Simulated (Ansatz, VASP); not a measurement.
# Two plane-wave programs on GaGe3

```
Ge Ga
1.0
     4.27847    0.00000    0.00000
     0.00000    4.27847    0.00000
     0.00000    0.00000    4.27847
Ge Ga
3 1
Cartesian
  2.1392 2.1392 0.0000
  2.1392 0.0000 2.1392
  0.0000 2.1392 2.1392
  0.0000 0.0000 0.0000
```

Alike in both runs: functional r2SCAN; k mesh 6 × 6 × 6; occupations fermi-dirac, width 0.05 eV; no spin polarisation.

|  | VASP | Ansatz |
| --- | --- | --- |
| version | VASP 6.6.1 | Ansatz 0.2.0 |
| potentials or method | VASP PAW PBE potentials, release 64 (Ge_d, Ga_d) | Ansatz PAW |
| plane-wave cutoff (eV) | 520 | 500 |
| valence electrons in the cell | 55 | 55 |
| task | single point | band structure |

Ansatz gave:

```
gap on the k mesh at the Fermi level (eV) : none
pressure (GPa)                            : -2.3
```

**Question.** Which values does VASP return?

**Answer.** gap on the k mesh at the Fermi level (eV): none; pressure (GPa): -2.4.

VASP's potentials were made for PBE, not for r2SCAN. A gap of «none» marks a metal or a gap that the smearing closes. With one functional, cell and mesh, what is left measures potentials, basis and numerics.
